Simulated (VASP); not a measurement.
# Pd (R-3m) in VASP: a series of runs

The runs below take Pd through single point, relaxation of cell and atoms, with PBE.

Program: VASP 6.6.1. These are calculated values, not measurements. Logs are shortened: lines on timing, memory, paths and dates and some standing lists are left out, and cuts for length are marked.

### 1 The cell of the first run

It takes space group R-3m (No. 166, trigonal). The conventional cell has a = 2.779 Å, b = 2.779 Å, c = 20.675 Å, α = 90.00°, β = 90.00°, γ = 120.00°. Within 3.7 Å of Pd (site symmetry -3m) lie 12 Pd at 2.78 to 2.80 Å. Pd (site symmetry 3m) has 12 Pd at 2.78 to 2.81 Å within 3.7 Å.

### 2 Single point, PBE

The input, INCAR:

```
SYSTEM = Pd
PREC     = Accurate       ! precision mode
ENCUT    = 520            ! plane-wave cutoff, eV
EDIFF    = 1E-6           ! SCF threshold, eV
ISMEAR   = 0              ! smearing method
SIGMA    = 0.1            ! smearing width, eV
LREAL    = .False.        ! projectors in reciprocal space
LASPH    = .True.         ! aspherical terms in the spheres
NELM     = 80             ! most SCF steps
ALGO     = Normal         ! electronic algorithm
ISIF     = 2              ! what is computed and relaxed
LWAVE    = .False.        ! write WAVECAR
LCHARG   = .False.        ! write CHGCAR
GGA      = PE             ! functional
NBANDS   = 22             ! bands
```

The input, KPOINTS:

```
regular mesh
0
Gamma
  9 9 9
  0 0 0
```

The input, POSCAR:

```
Pd
1.0
    1.3896459024      0.8023124358      6.8918247947
   -1.3896459024      0.8023124358      6.8918247947
    0.0000000000     -1.6046248716      6.8918247947
Pd
3
Direct
    0.0000000000      0.0000000000      0.0000000000
    0.2224017869      0.2224017869      0.2224017869
    0.7775982131      0.7775982131      0.7775982131
```

Potentials or basis: VASP PAW PBE potentials, release 64 (Pd).

On the command line:

```console
> cat potpaw_PBE.64/Pd/POTCAR > POTCAR
> mpirun -np 1 vasp_std > vasp.out
```

OUTCAR:

```text
SYSTEM = Pd
   PREC = Accurate
   ENCUT = 520
   EDIFF = 1E-6
   ISMEAR = 0
   LREAL = .False.
   LASPH = .True.
   NELM = 80
   ISIF = 2
   GGA = PE

 ion  position               nearest neighbor table
   1  0.000  0.000  0.000-   3 2.80   2 2.80   3 2.80   3 2.80   2 2.80   2 2.80
   2  0.222  0.222  0.222-   1 2.80   1 2.80   1 2.80   3 2.81   3 2.81   3 2.81
   3  0.778  0.778  0.778-   1 2.80   1 2.80   1 2.80   2 2.81   2 2.81   2 2.81

  LATTYP: Found a trigonal (rhomboedric) cell.
 ALAT       =     7.0761620939
 COS(alpha) =     0.9228665508

  Lattice vectors:

 A1 = (   1.3896459024,   0.8023124358,   6.8918247947)
 A2 = (  -1.3896459024,   0.8023124358,   6.8918247947)
 A3 = (   0.0000000000,  -1.6046248716,   6.8918247947)

Analysis of symmetry for initial positions (statically):
=====================================================================
 Subroutine PRICEL returns:
 Original cell was already a primitive cell.

 Routine SETGRP: Setting up the symmetry group for a
 trigonal (rhombohedral) supercell.

 Subroutine GETGRP returns: Found 12 space group operations
 (whereof 12 operations were pure point group operations)
 out of a pool of 12 trial point group operations.

The static configuration has the point symmetry D_3d.

Analysis of symmetry for dynamics (positions and initial velocities):
=====================================================================
 Subroutine PRICEL returns:
 Original cell was already a primitive cell.

 Routine SETGRP: Setting up the symmetry group for a
 trigonal (rhombohedral) supercell.

 Subroutine GETGRP returns: Found 12 space group operations
 (whereof 12 operations were pure point group operations)
 out of a pool of 12 trial point group operations.

The dynamic configuration has the point symmetry D_3d.

 Subroutine INISYM returns: Found 12 space group operations
 (whereof 12 operations are pure point group operations),
 and found     1 'primitive' translations

----------------------------------------------------------------------------------------

                                     Primitive cell

  volume of cell :      46.1034

  direct lattice vectors                    reciprocal lattice vectors
     1.389645902  0.802312436  6.891824795     0.359803889  0.207732872  0.048366484
    -1.389645902  0.802312436  6.891824795    -0.359803889  0.207732872  0.048366484
     0.000000000 -1.604624872  6.891824795     0.000000000 -0.415465744  0.048366484

  length of vectors
[... 79 lines left out ...]
   LNONCOLLINEAR =      F non collinear calculations
   LSORBIT =      F    spin-orbit coupling
   LASPH  =      T    aspherical Exc in radial PAW
   ENCUT  =  520.0 eV  38.22 Ry    6.18 a.u.  13.16 13.16 13.16*2*pi/ulx,y,z
   NELM   =     80;   NELMIN=  2; NELMDL= -5     # of ELM steps
   EDIFF  = 0.1E-05   stopping-criterion for ELM
   LREAL  =      F    real-space projection
   EDIFFG = 0.1E-04   stopping-criterion for IOM
   NSW    =      0    number of steps for IOM
   IBRION =     -1    ionic relax: 0-MD 1-quasi-New 2-CG
   NFREE  =      0    steps in history (QN), initial steepest desc. (CG)
   ISIF   =      2    stress and relaxation
   ISYM   =      2    0-nonsym 1-usesym 2-fastsym
   POTIM  = 0.5000    time-step for ionic-motion
   TEBEG  =    0.0;   TEEND  =   0.0 temperature during run
   PSTRESS=    0.0 pullay stress
   NELECT =      30.0000    total number of electrons
   NUPDOWN=      -1.0000    fix difference up-down
   EMIN   =  10.00;   EMAX   =-10.00  energy-range for DOS
   EFERMI =   0.00;   METHOD = LEGACY
   ISMEAR =     0;   SIGMA  =   0.10  broadening in eV -4-tet -1-fermi 0-gaus
   EFERMI_NEDOS =   21; number of points for ismear=-14 and -15
   IALGO  =     38    algorithm
   IMIX   =      4    mixing-type and parameters
     AMIX     =   0.40;   BMIX     =  1.00
     AMIX_MAG =   1.60;   BMIX_MAG =  1.00
  volume/ion in A,a.u.               =      15.37       103.71
  Fermi-wavevector in a.u.,A,eV,Ry     =   1.418636  2.680833 27.382093  2.012527
  Thomas-Fermi vector in A             =   2.539740
   LORBIT       =      0    0 simple, 1 ext, 2 COOP (PROOUT), +10 PAW based schemes
   GGA     = PE    functional components
   LHFCALC =     F    Hartree Fock is set to
   AEXX    =    0.0000 exact exchange contribution
   IVDW    =     0    specifies the selected vdW correction
   LEPSILON=     F    determine dielectric tensor
   LRPA    =     F    only Hartree local field effects (RPA)
 non-spin polarized calculation
 Gauss-broadening in eV      SIGMA  =   0.10
  energy-cutoff  :      520.00
  volume of cell :       46.10
 maximum number of plane-waves:      1257
 NGX is ok and might be reduce to    54
   NGX = 27   NGY = 27   NGZ = 27

 number of electron      29.9999999 magnetization

 Free energy of the ion-electron system (eV)
  ---------------------------------------------------
  ext. energy  EPLUGINS =         0.00000000
  ---------------------------------------------------
  free energy    TOTEN  =       -15.61337756 eV

  energy without entropy =      -15.56679715  energy(sigma->0) =      -15.59008735

 E-fermi :   9.1018     XC(G=0): -12.9308

 val. band max:        9.1013265423   @ k =  -0.4444   0.2222   0.1111
 cond. band min:       9.1097242884   @ k =  -0.2222   0.2222   0.1111
 fundamental gap:      0.0083977461
 Fermi energy:         9.1017749226

 k-point     1 :       0.0000    0.0000    0.0000
  band No.  band energies     occupation
      1       2.2790      2.00000
      2       4.1819      2.00000
      3       4.1837      2.00000
      4       6.3705      2.00000
      5       6.4320      2.00000
      6       6.4320      2.00000
[... 589 lines left out ...]
     21      19.9573      0.00000
     22      21.6708      0.00000

 [... further k-points ...]
[... 5 lines left out ...]
  --------------------------------------------------------------------------------------
  -------------------------------------------------------------------------------------
  Total       -0.0961975     -0.0961975     -0.1630158     -0.0000000      0.0000000     -0.0000000
  in kB       -3.3430363     -3.3430363     -5.6650939     -0.0000000      0.0000000     -0.0000000
  external PRESSURE =      -4.1170555 kB  Pullay stress =       0.0000000 kB

 VOLUME and BASIS-vectors are now :
 -----------------------------------------------------------------------------
  energy-cutoff  :      520.00
  volume of cell :       46.10
      direct lattice vectors                 reciprocal lattice vectors
     1.389645902  0.802312436  6.891824795     0.359803889  0.207732872  0.048366484
    -1.389645902  0.802312436  6.891824795    -0.359803889  0.207732872  0.048366484
     0.000000000 -1.604624872  6.891824795     0.000000000 -0.415465744  0.048366484

 POSITION                                       TOTAL-FORCE (eV/Angst)
 -----------------------------------------------------------------------------------
      0.00000      0.00000      0.00000         0.000000      0.000000      0.000000
      0.00000      0.00000      4.59826         0.000000     -0.000000      0.005202
      0.00000      0.00000     16.07721         0.000000      0.000000     -0.005202
 -----------------------------------------------------------------------------------
    total drift:                                0.000000     -0.000000      0.000000

  FREE ENERGIE OF THE ION-ELECTRON SYSTEM (eV)
  ---------------------------------------------------
  free  energy   TOTEN  =       -15.6133775628 eV

  energy  without entropy=      -15.5667971468  energy(sigma->0) =      -15.59008735
```

stdout:

```text
POSCAR found type information on POSCAR Pd
 POSCAR found :  1 types and       3 ions
 scaLAPACK will be used
 LDA part: xc-table for (Slater+PW92), standard interpolation
 POSCAR, INCAR and KPOINTS ok, starting setup
 FFT: planning ... GRIDC
 FFT: planning ... GRID_SOFT
 FFT: planning ... GRID
 WAVECAR not read
 entering main loop
```

Wall time 4.9 min (1 thread of AMD EPYC 9R45 (Zen 5), shared host); peak memory 0.37 GiB.

Results:

```yaml
Free_energy: -15.6134 eV
Pressure: -0.4 GPa
Largest_force: 0.005 eV/Å
Band_gap_on_the_k_mesh: zero (band 15 reaches 9.24 eV, above the bottom of band 16 at 8.17 eV)
```

Forces in eV/Å, atoms in the order of the input:
```
Pd   0.000  0.000  0.000
Pd   0.000  0.000  0.005
Pd   0.000  0.000 -0.005
```

### 3 Single point, PBE

This run uses another cell than the first one, of 17.46 Å³/atom, 1.136 times its volume.

The input, INCAR:

```
SYSTEM = Pd
PREC     = Accurate       ! precision mode
ENCUT    = 520            ! plane-wave cutoff, eV
EDIFF    = 1E-6           ! SCF threshold, eV
ISMEAR   = 0              ! smearing method
SIGMA    = 0.1            ! smearing width, eV
LREAL    = .FALSE.        ! projectors in reciprocal space
LASPH    = .TRUE.         ! aspherical terms in the spheres
NELM     = 80             ! most SCF steps
ALGO     = Normal         ! electronic algorithm
ISIF     = 2              ! what is computed and relaxed
LWAVE    = .FALSE.        ! write WAVECAR
LCHARG   = .FALSE.        ! write CHGCAR
GGA      = PE             ! functional
NBANDS   = 22             ! bands
```

The input, KPOINTS:

```
Automatic mesh
0
G
  9 9 9
  0 0 0
```

The input, POSCAR:

```
Pd
1.0
    1.4626119918      0.8444394272      7.0687119811
   -1.4626119918      0.8444394272      7.0687119811
    0.0000000000     -1.6888788544      7.0687119811
Pd
3
Direct
    0.0000000000      0.0000000000      0.0000000000
    0.2222200000      0.2222200000      0.2222200000
    0.7777800000      0.7777800000      0.7777800000
```

Potentials or basis: VASP PAW PBE potentials, release 64 (Pd).

On the command line:

```console
> cat potpaw_PBE.64/Pd/POTCAR > POTCAR
> mpirun -np 1 vasp_std > vasp.out
```

Run time: 5 min. Hardware: 1 thread of AMD EPYC 9R45 (Zen 5), shared host; peak memory 0.35 GiB.

Results (log left out):

```
Free energy            : -15.2630 eV
Pressure               : -15.1 GPa
Largest force          : 0.053 eV/Å
Band gap on the k mesh : zero (band 15 reaches 7.30 eV, above the bottom of band 16 at 6.43 eV)
```

Forces on the atoms (eV/Å):
```
Pd   0.000  0.000  0.000
Pd   0.000  0.000  0.053
Pd   0.000  0.000 -0.053
```

Stress tensor (GPa, compression positive):
```
-15.59   0.00   0.00
  0.00 -15.59   0.00
  0.00   0.00 -14.14
```

Levels at points of the mesh, in eV from the Fermi level:
| k point | band 14 | band 15 | band 16 | band 17 | band 18 | band 19 |
| --- | --- | --- | --- | --- | --- | --- |
| (0.00, 0.00, 0.00) | -1.12 | -0.47 | -0.47 | -0.29 | -0.29 | 10.38 |

### 4 Relaxation of cell and atoms, PBE

This run uses another cell than the first one, of 17.46 Å³/atom, 1.136 times its volume.

The input, INCAR:

```
SYSTEM = Pd
  PREC = Accurate
  ENCUT = 600
  EDIFF = 1E-6
  ISMEAR = 0
  SIGMA = 0.1
  LREAL = .FALSE.
  LASPH = .TRUE.
  NELM = 80
  ALGO = Fast
  ISIF = 3
  LWAVE = .FALSE.
  LCHARG = .FALSE.
  GGA = PE
  IBRION = 2
  NSW = 90
  EDIFFG = -0.04
```

The input, KPOINTS:

```
Automatic mesh
0
G
  6 6 6
  0 0 0
```

POSCAR is that of step 3.

On the command line:

```console
> cat potpaw_PBE.64/Pd/POTCAR > POTCAR
> mpirun -np 1 vasp_std > vasp.out
```

Run time: 12 min. Hardware: 1 thread of AMD EPYC 9R45 (Zen 5), shared host; peak memory 0.5 GiB.

Results (log left out):

```
Free energy                            : -15.6493 eV
Relaxed volume                         : 15.25 Å³/atom
Relaxed cell                           : a = 7.094 Å, b = 7.094 Å, c = 7.094 Å, α = 22.47°, β = 22.47°, γ = 22.47°
Space group after relaxing (to 0.05 Å) : R-3m (No. 166)
Energy gained by relaxing              : 128.9 meV/atom
Ionic steps                            : 6
Pressure after relaxing                : 0.3 GPa
Largest force after relaxing           : 0.025 eV/Å
Band gap on the k mesh                 : zero (band 15 reaches 9.40 eV, above the bottom of band 16 at 8.40 eV)
```

Forces in eV/Å, atoms in the order of the input:
```
Pd   0.000  0.000  0.000
Pd   0.000  0.000 -0.025
Pd   0.000  0.000  0.025
```

The path:
```csv
step,energy change (eV),largest force (eV/Å),pressure (GPa),volume (Å³)
1,0.0000,0.0611,-15.61,52.38
2,0.0439,0.0274,29.36,40.52
3,-0.3769,0.0586,-0.35,45.92
4,-0.3771,0.0584,0.10,45.79
5,-0.3848,0.0104,0.14,45.77
6,-0.3866,0.0248,0.26,45.74
```

Final structure:
```cif
data_structure
_symmetry_space_group_name_H-M 'P 1'
_symmetry_Int_Tables_number 1
_cell_length_a 7.0943
_cell_length_b 7.0943
_cell_length_c 7.0943
_cell_angle_alpha 22.469
_cell_angle_beta 22.469
_cell_angle_gamma 22.469
_cell_volume 45.74
loop_
_atom_site_label
_atom_site_type_symbol
_atom_site_fract_x
_atom_site_fract_y
_atom_site_fract_z
_atom_site_occupancy
Pd1 Pd 0.00000 0.00000 0.00000 1
Pd2 Pd 0.22252 0.22252 0.22252 1
Pd3 Pd 0.77748 0.77748 0.77748 1
```

Levels at points of the mesh, in eV from the Fermi level:
```
           k point  band 13  band 14  band 15  band 16  band 17  band 18  band 19
(0.00, 0.00, 0.00)    -1.44    -1.44    -0.56    -0.56    -0.37    -0.37    10.87
(0.50, 0.00, 0.00)     0.10     0.14     0.16     1.89     3.40     3.96     8.16
(0.50, 0.50, 0.00)     0.09     0.09     0.20     1.92     2.97     4.26     7.62
(0.50, 0.50, 0.50)    -1.19    -0.99    -0.99    -0.17    -0.17     0.95     6.77
```

Caveat: the k points lie up to 0.44 Å⁻¹ apart in the final cell.

### 5 The runs side by side

| task | cell | k mesh | cutoff (eV) | gap on the mesh (eV) | pressure (GPa) | largest force (eV/Å) |
| --- | --- | --- | --- | --- | --- | --- |
| single point | a = 7.076 Å, angles 22.7°, 3 atoms | 9 × 9 × 9 | 520 | none | -0.4 | 0.01 |
| single point | a = 7.268 Å, angles 23.2°, 3 atoms | 9 × 9 × 9 | 520 | none | -15.1 | 0.05 |
| relaxation of cell and atoms | relaxed from a = 7.268 Å, angles 23.2°, 3 atoms | 6 × 6 × 6 | 600 | none | 0.3 | 0.02 |

Alike in all rows: level PBE; potentials or basis VASP PAW PBE potentials, release 64 (Pd); no spin polarisation; smearing gaussian 0.1 eV.

Caveats: some runs use coarse meshes.

Total energies depend on the potentials used, so only differences within one code and one set of settings carry meaning.
